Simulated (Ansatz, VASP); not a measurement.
## BaTiO3 in VASP and in Ansatz

```xyz
5
Lattice="3.9998 0.0000 0.0000 0.0000 3.9998 0.0000 0.0000 0.0000 4.1385" Properties=species:S:1:pos:R:3 pbc="T T T"
Ba    0.0000    0.0000   -0.0412
Ti    1.9999    1.9999    1.9570
O     1.9999    1.9999    0.1364
O     1.9999    0.0000    2.1357
O     0.0000    1.9999    2.1357
```

Change from the starting cell: z stretched by +3 %, ions relaxed.

Alike in both runs: functional PBE; k mesh 8 × 8 × 8; occupations fermi-dirac, width 0.02 eV; no spin polarisation.

Ansatz relaxed the structure, and its values are those at the end. VASP's run is a single point on that final structure, the one shown.

|  | VASP | Ansatz |
| --- | --- | --- |
| version | VASP 6.6.1 | Ansatz 0.2.0 |
| potentials or method | VASP PAW PBE potentials, release 64 (Ba_sv, Ti_sv, O) | plane-wave PAW, scalar-relativistic |
| plane-wave cutoff (eV) | 520 | 420 |
| valence electrons in the cell | 40 | 40 |

|  | VASP | Ansatz | Ansatz less VASP |
| --- | --- | --- | --- |
| gap on the k mesh at the Fermi level (eV) | 1.78 | 1.84 | +0.060 |
| pressure (GPa) | 1.8 | 0.2 | -1.63 |
| rms of the force components (eV/Å) | 0.031 | 0.002 | -0.0286 |

With one functional, cell and mesh, what is left measures potentials, basis and numerics. Ansatz's warnings: stress scf threshold loose.

Neither program's run includes spin-orbit coupling.
